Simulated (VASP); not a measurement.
# Mo2C3 (P4/mmm) in VASP: further runs, part 3 of 3

VASP 6.6.1. The steps go on from the part before.

**7. Relaxation of cell and atoms, PBE**

Contents of INCAR:

```
PREC = Accurate ; ENCUT = 600
EDIFF = 1E-7 ; ISMEAR = 0
SIGMA = 0.1 ; LREAL = False
LASPH = True ; NELM = 60
ALGO = Normal ; ISIF = 3
LWAVE = False ; LCHARG = False
GGA = PE ; IBRION = 2
NSW = 100 ; EDIFFG = -0.01
```

Contents of KPOINTS:

```
Automatic mesh
0
Gamma
  12 12 8
```

Contents of POSCAR:

```
Mo2C3
1.0
    3.4248330470      0.0000000000      0.0000000000
    0.0000000000      3.4248330470      0.0000000000
    0.0000000000      0.0000000000      5.1843518075
Mo C
2 3
Direct
    0.5000000000      0.5000000000      0.7446524651
    0.5000000000      0.5000000000      0.2553475349
    0.0000000000      0.0000000000      0.0000000000
    0.5000000000      0.0000000000      0.0000000000
    0.0000000000      0.5000000000      0.0000000000
```

Potentials or basis: VASP PAW PBE potentials, release 64 (Mo_sv, C).

Launch:

```
> cat potpaw_PBE.64/Mo_sv/POTCAR potpaw_PBE.64/C/POTCAR > POTCAR
> mpirun -np 1 vasp_std > vasp.out
```

OUTCAR:

```text
PREC = Accurate
   ENCUT = 600
   EDIFF = 1E-7
   ISMEAR = 0
   LREAL = False
   LASPH = True
   NELM = 60
   ISIF = 3
   GGA = PE
   IBRION = 2
   NSW = 100
   EDIFFG = -0.01

 ion  position               nearest neighbor table
   1  0.500  0.500  0.745-   4 2.16   5 2.16   4 2.16   5 2.16   2 2.54   2 2.65   3 2.76   3 2.76
                             3 2.76   3 2.76
   2  0.500  0.500  0.255-   4 2.16   5 2.16   4 2.16   5 2.16   1 2.54   1 2.65   3 2.76   3 2.76
                             3 2.76   3 2.76
   3  0.000  0.000  0.000-   4 1.71   5 1.71   5 1.71   4 1.71   1 2.76   2 2.76   1 2.76   1 2.76
                             2 2.76   2 2.76   1 2.76   2 2.76
   4  0.500  0.000  0.000-   3 1.71   3 1.71   1 2.16   1 2.16   2 2.16   2 2.16
   5  0.000  0.500  0.000-   3 1.71   3 1.71   1 2.16   2 2.16   1 2.16   2 2.16

[... 354 lines left out ...]
  free energy    TOTEN  =       -40.16734556 eV

  energy without entropy =      -40.15129577  energy(sigma->0) =      -40.15932067

 E-fermi :   8.8263     XC(G=0): -11.8680

 val. band max:        8.8234926681   @ k =   0.3333   0.2500   0.3750
 cond. band min:       8.8353262580   @ k =   0.4167   0.4167   0.5000
 fundamental gap:      0.0118335899
 Fermi energy:         8.8262695617

 k-point     1 :       0.0000    0.0000    0.0000
  band No.  band energies     occupation
      1     -52.5783      2.00000
      2     -52.3600      2.00000
      3     -27.4065      2.00000
      4     -26.6999      2.00000
      5     -26.6999      2.00000
      6     -26.4898      2.00000
[... 637 lines left out ...]
     23      10.7179      0.00000
     24      11.1236      0.00000

 [... further k-points ...]

------------------------ aborting loop because EDIFF is reached ----------------------------------------

  FORCE on cell =-STRESS in cart. coord.  units (eV):
  Direction    XX          YY          ZZ          XY          YZ          ZX
  --------------------------------------------------------------------------------------
  -------------------------------------------------------------------------------------
  Total        0.0087246      0.0087246     -0.0101072      0.0000000      0.0000000     -0.0000000
  in kB        0.2301696      0.2301696     -0.2666469      0.0000000      0.0000000     -0.0000000
  external PRESSURE =       0.0645641 kB  Pullay stress =       0.0000000 kB
[... 20 lines left out ...]
  FREE ENERGIE OF THE ION-ELECTRON SYSTEM (eV)
  ---------------------------------------------------
  free  energy   TOTEN  =       -40.1673455629 eV

  energy  without entropy=      -40.1512957717  energy(sigma->0) =      -40.15932067

 reached required accuracy - stopping structural energy minimisation
```

CONTCAR:

```text
Mo2C3
   1.00000000000000
     3.4295496131864511    0.0000000000000000    0.0000000000000000
     0.0000000000000000    3.4295496131864511    0.0000000000000000
    -0.0000000000000000    0.0000000000000000    5.1633591334368223
  Mo              C
     2     3
Direct
     0.5000000000000000    0.5000000000000000    0.7440182507456998
     0.5000000000000000    0.5000000000000000    0.2559817492543001
     0.0000000000000000    0.0000000000000000    0.0000000000000000
     0.5000000000000000    0.0000000000000000    0.0000000000000000
     0.0000000000000000    0.5000000000000000    0.0000000000000000

  0.00000000E+00  0.00000000E+00  0.00000000E+00
  0.00000000E+00  0.00000000E+00  0.00000000E+00
  0.00000000E+00  0.00000000E+00  0.00000000E+00
  0.00000000E+00  0.00000000E+00  0.00000000E+00
  0.00000000E+00  0.00000000E+00  0.00000000E+00
```

It took 6.5 min on 1 thread of Intel Xeon Platinum 8488C (Sapphire Rapids), shared host; peak memory 0.34 GiB.

What came out:

```
Free energy                            : -40.1673 eV
Relaxed volume                         : 12.15 Å³/atom
Relaxed cell                           : a = 3.430 Å, b = 3.430 Å, c = 5.163 Å, α = 90.00°, β = 90.00°, γ = 90.00°
Space group after relaxing (to 0.05 Å) : P4/mmm (No. 123)
Energy gained by relaxing              : 0.3 meV/atom
Ionic steps                            : 5
Pressure after relaxing                : 0.0 GPa
Largest force after relaxing           : 0.010 eV/Å
Band gap on the k mesh                 : zero (band 20 reaches 9.42 eV, above the bottom of band 21 at 8.14 eV)
```

Forces in eV/Å, atoms in the order of the input:
```
Mo   0.000  0.000  0.010
Mo   0.000  0.000 -0.010
C    0.000  0.000  0.000
C    0.000  0.000  0.000
C    0.000  0.000  0.000
```

Step by step:
| step | energy change (eV) | largest force (eV/Å) | pressure (GPa) | volume (Å³) |
| --- | --- | --- | --- | --- |
| 1 | 0.0000 | 0.0656 | -0.18 | 60.81 |
| 2 | -0.0012 | 0.0040 | 0.16 | 60.69 |
| 3 | -0.0012 | 0.0049 | 0.15 | 60.69 |
| 4 | -0.0012 | 0.0282 | -0.18 | 60.78 |
| 5 | -0.0013 | 0.0097 | 0.01 | 60.73 |

Final structure:
```yaml
crystal:
  lattice:
    - [3.42955, 0.00000, 0.00000]
    - [0.00000, 3.42955, 0.00000]
    - [0.00000, 0.00000, 5.16336]
  atoms:
    - { symbol: Mo, position: [0.50000, 0.50000, 0.74402] }
    - { symbol: Mo, position: [0.50000, 0.50000, 0.25598] }
    - { symbol: C, position: [0.00000, 0.00000, 0.00000] }
    - { symbol: C, position: [0.50000, 0.00000, 0.00000] }
    - { symbol: C, position: [0.00000, 0.50000, 0.00000] }
```

Levels at points of the mesh, in eV from the Fermi level:
| k point | band 17 | band 18 | band 19 | band 20 | band 21 | band 22 | band 23 | band 24 |
| --- | --- | --- | --- | --- | --- | --- | --- | --- |
| (0.00, 0.00, 0.00) | -3.38 | -2.68 | -0.92 | -0.30 | 0.74 | 0.88 | 1.76 | 1.76 |
| (0.50, 0.00, 0.00) | -2.23 | -2.01 | -0.23 | 0.47 | 0.54 | 0.57 | 1.87 | 1.99 |
| (0.50, 0.50, 0.00) | -1.96 | -1.64 | -1.16 | -1.04 | 1.13 | 1.81 | 2.29 | 3.11 |
| (0.00, 0.00, 0.50) | -2.74 | -1.29 | -1.23 | -0.68 | -0.68 | 0.02 | 0.36 | 0.96 |
| (0.50, 0.00, 0.50) | -2.59 | -0.76 | -0.74 | -0.53 | -0.07 | 1.03 | 1.25 | 2.00 |
| (0.50, 0.50, 0.50) | -1.03 | -1.03 | -0.52 | 0.07 | 0.84 | 1.08 | 1.08 | 1.19 |

**8. Overview**

| task | spin | cell | k mesh | cutoff (eV) | gap on the mesh (eV) | pressure (GPa) | relaxed volume (Å³/atom) | largest force (eV/Å) |
| --- | --- | --- | --- | --- | --- | --- | --- | --- |
| single point | off | a = 3.425, b = 3.425, c = 5.184 Å, 5 atoms | 6 × 6 × 4 | 520 | none | 0.1 | - | 0.04 |
| single point | off | a = 3.559, b = 3.559, c = 5.668 Å, 5 atoms | 6 × 6 × 4 | 520 | none | -12.0 | - | 0.41 |
| single point | off | a = 3.429, b = 3.429, c = 5.161 Å, 5 atoms | 12 × 12 × 8 | 520 | none | 0.3 | - | 0.02 |
| relaxation of cell and atoms | off | relaxed from a = 3.559, b = 3.559, c = 5.668 Å, 5 atoms | 6 × 6 × 4 | 600 | none | 0.1 | 12.14 | 0.01 |
| single point | collinear, ferromagnetic start | a = 3.425, b = 3.425, c = 5.184 Å, 5 atoms | 6 × 6 × 4 | 520 | none | 0.1 | - | 0.04 |
| relaxation of cell and atoms | off | relaxed from a = 3.425, b = 3.425, c = 5.184 Å, 5 atoms | 12 × 12 × 8 | 600 | none | 0.0 | 12.15 | 0.01 |

Alike in all rows: level PBE; potentials or basis VASP PAW PBE potentials, release 64 (Mo_sv, C); smearing gaussian 0.1 eV.

Caveats: the volume moved by over 15 % at a fixed basis, so the end points are rough (some runs).

Total energies depend on the potentials used, so only differences within one code and one set of settings carry meaning.
